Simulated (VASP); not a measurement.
# FeO: single point with r2SCAN

The system is FeO.

```xyz
4
Lattice="3.0780 0.0000 0.0000 1.4102 2.7359 0.0000 -1.1526 -0.7026 5.0801" Properties=species:S:1:pos:R:3 pbc="T T T"
Fe    1.6678    1.0167    2.5400
Fe    0.0000    0.0000    0.0000
O     3.0780    1.8763    1.2700
O     0.2576    0.1570    3.8100
```

```
Program                : VASP 6.6.1
Task                   : single point
Functional             : r2SCAN
Potentials or basis    : VASP PAW PBE potentials, release 64 (Fe, O)
Cutoff                 : 520 eV
k mesh                 : 8 × 8 × 5
Occupations            : fermi-dirac, width 0.05 eV
Spin                   : collinear spin, ferromagnetic start
Starting moments       : [3.5, 3.5, 0.0, 0.0] μB
Dipole correction      : no
Further INCAR settings : ALGO = Normal; EDIFF = 1e-07; NBANDS = 26
```

```
Pressure                                              : -13.5 GPa
Band gap on the k mesh                                : zero (filled and empty bands overlap)
Net moment                                            : 8.01 μB per cell
Site moments                                          : Fe +3.68; O +0.27 μB
Valence electrons inside the program's atomic spheres : Fe 6.63; O 5.01
```

Stress tensor (GPa, compression positive):
```
-13.21   0.61  -0.82
  0.61 -13.85  -0.50
 -0.82  -0.50 -13.50
```

Levels at points of the mesh, in eV from the Fermi level:
Spin up:
| k point | band 14 | band 15 | band 16 | band 17 | band 18 | band 19 | band 20 | band 21 | band 22 | band 23 |
| --- | --- | --- | --- | --- | --- | --- | --- | --- | --- | --- |
| (0.00, 0.00, 0.00) | -4.12 | -3.94 | -3.35 | -1.59 | -1.05 | -0.20 | 3.96 | 8.06 | 11.46 | 13.42 |
| (0.50, 0.00, 0.00) | -3.46 | -2.84 | -2.84 | -2.38 | -2.38 | 5.69 | 5.69 | 8.04 | 8.04 | 9.65 |
| (0.50, 0.50, 0.00) | -3.94 | -3.92 | -3.35 | -1.59 | -1.05 | 3.96 | 5.06 | 8.06 | 9.25 | 9.83 |
Spin down:
```tsv
k point	band 8	band 9	band 10	band 11	band 12	band 13
(0.00, 0.00, 0.00)	-3.48	-0.68	-0.50	-0.50	-0.02	0.05
(0.50, 0.00, 0.00)	-4.99	-0.31	-0.31	0.19	0.19	0.96
(0.50, 0.50, 0.00)	-4.88	-2.14	0.05	0.82	0.87	0.99
```

Run time: 8.7 min on 1 thread of Intel(R) Xeon(R) Platinum 8488C (Sapphire Rapids) (shared host), peak memory 0.29 GiB.

Caveat: the PAW data sets were made with another functional, which shifts forces and pressure a little; semilocal functionals often make such compounds metallic where correlation or magnetic order opens a gap, which also shifts bond lengths; only a ferromagnetic start was run, and an antiferromagnetic order may lie lower in energy. With open d or f shells a metallic result of r2SCAN can be an artefact of self-interaction; +U or a hybrid may open a gap.
